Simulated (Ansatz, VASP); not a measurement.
**One calculation of ZrH3, two programs**

```
Zr H
1.0
     3.24639    0.00000    0.00000
     0.00000    3.24639    0.00000
     0.00000    0.00000    3.24639
Zr H
1 3
Direct
  0.00000 0.00000 0.00000
  0.00000 0.50000 0.50000
  0.50000 0.00000 0.50000
  0.50000 0.50000 0.00000
```

Alike in both runs: task single point; functional PBEsol; k mesh 7 × 7 × 7; occupations fermi-dirac, width 0.01 eV; no spin polarisation.

```csv
,VASP,Ansatz
version,VASP 6.6.1,Ansatz 0.2.0
potentials or method,"VASP PAW PBE potentials, release 64 (Zr_sv, H), cutoff 520 eV","plane waves, PAW"
valence electrons in the cell,15,15
```

|  | VASP | Ansatz | Ansatz less VASP |
| --- | --- | --- | --- |
| pressure (GPa) | -15.7 | -15.7 | +0.03 |

VASP's potentials were made for PBE, not for PBEsol. Ansatz's warnings: stress scf threshold loose.
